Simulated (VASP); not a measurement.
C: single point with PBE

C:

```xyz
10
Lattice="-2.5195 0.0000 0.0000 -1.2597 -2.1819 0.0000 0.3149 0.1818 10.3668" Properties=species:S:1:pos:R:3 pbc="T T T"
C     1.0074    0.5816    9.0624
C    -2.7718   -1.6003    7.5183
C    -0.2523   -0.1457    1.3036
C    -2.7718   -1.6003    4.9103
C    -0.2523   -0.1457    2.8488
C    -2.7718   -1.6003    3.3651
C    -0.2523   -0.1457    9.5818
C    -1.5121   -0.8730    6.9989
C    -1.5121   -0.8730    0.7843
C    -1.5121   -0.8730    5.4295
```

```
Program                : VASP 6.6.1
Task                   : single point
Functional             : PBE
Potentials or basis    : VASP PAW PBE potentials, release 64 (C)
Cutoff                 : 520 eV
k mesh                 : 10 × 10 × 3
Occupations            : gaussian, width 0.05 eV
Spin                   : no spin polarisation
Dipole correction      : no
Further INCAR settings : ALGO = Normal; EDIFF = 1e-07; NBANDS = 31
```

The pressure is 4.1 GPa and the largest force is 5.488 eV/Å. The band gap on the k mesh is zero (bands 20 and 21 overlap by 0.18 eV).

Forces on the atoms (eV/Å):
```
C    0.262  0.152  0.150
C   -0.230 -0.133 -0.350
C    0.476  0.275  0.047
C    0.049  0.028  0.057
C    0.528  0.305  0.525
C    0.002  0.001 -0.078
C   -4.109 -2.373 -2.756
C    0.017  0.010  0.027
C    3.034  1.752  2.427
C   -0.029 -0.017 -0.049
```

Stress tensor (GPa, compression positive):
```
-6.82 -6.14 23.90
-6.14  0.27 13.80
23.90 13.80 18.79
```

Levels at points of the mesh, in eV from the Fermi level:
```csv
k point,band 17,band 18,band 19,band 20,band 21,band 22,band 23,band 24
"(0.00, 0.00, 0.00)",-1.17,-0.85,-0.73,0.10,4.39,5.24,5.33,5.60
"(0.50, 0.00, 0.00)",-5.42,-4.16,-3.78,-2.32,1.97,4.26,5.12,5.32
"(0.50, 0.50, 0.00)",-5.08,-3.96,-3.78,-1.31,0.06,4.19,5.09,5.22
```

It took 83 s on 1 thread of Intel(R) Xeon(R) 6975P-C (Granite Rapids) (shared host), peak memory 0.22 GiB.

Caveat: the cell stands under pressure; forces of over 1 eV/Å act on the atoms, so gaps and moduli don't describe the material at rest.
